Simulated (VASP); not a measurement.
Write the native input for VASP 6.6.1 that does the following.

| Property | Result |
| --- | --- |
| Task | single point |
| Functional | PBE |
| Potentials or basis | VASP PAW PBE potentials, release 64 (Ga_d, As) |
| Cutoff | 520 eV |
| k mesh | 8 × 8 × 8 |
| Occupations | gaussian, width 0.05 eV |
| Spin | no spin polarisation |
| Dipole correction | no |
| Further INCAR settings | ALGO = Normal; EDIFF = 1e-06; NBANDS = 16 |

The structure of GaAs lies in POSCAR:

```
GaAs
1.0
    0.0000000000      2.8655787852      2.7509556338
    2.8655787852      0.0000000000      2.7509556338
    2.8655787852      2.8655787852      0.0000000000
Ga As
1 1
Direct
    0.0000000000      0.0000000000      0.0000000000
    0.7500000000      0.7500000000      0.7500000000
```

This cell differs from its parent crystal: ratio of the length along z to the lengths across it x 0.96, volume and fractional coordinates fixed.

The input as run:

INCAR

```
SYSTEM = GaAs
ALGO     = Normal         ! electronic algorithm
EDIFF    = 1E-6           ! SCF threshold, eV
ENCUT    = 520            ! plane-wave cutoff, eV
GGA      = PE             ! functional
ISIF     = 2              ! what is computed and relaxed
ISMEAR   = 0              ! smearing method
LASPH    = .True.         ! aspherical terms in the spheres
LCHARG   = .False.        ! write CHGCAR
LREAL    = .False.        ! projectors in reciprocal space
LWAVE    = .False.        ! write WAVECAR
NBANDS   = 16             ! bands
NELM     = 60             ! most SCF steps
PREC     = Accurate       ! precision mode
SIGMA    = 0.05           ! smearing width, eV
```

KPOINTS

```
k-points
0
Gamma
  8 8 8
  0 0 0
```

Potentials or basis: VASP PAW PBE potentials, release 64 (Ga_d, As).

Command:

```console
$ cat potpaw_PBE.64/Ga_d/POTCAR potpaw_PBE.64/As/POTCAR > POTCAR
$ mpirun -np 1 vasp_std > vasp.out
```

Results of the run:

```json
{
  "Pressure": "3.4 GPa",
  "Band gap on the k mesh": "0.36 eV, direct"
}
```

It took 33 s on 1 thread of Intel(R) Xeon(R) 6975P-C (Granite Rapids), on a shared host, peak memory 0.19 GiB.
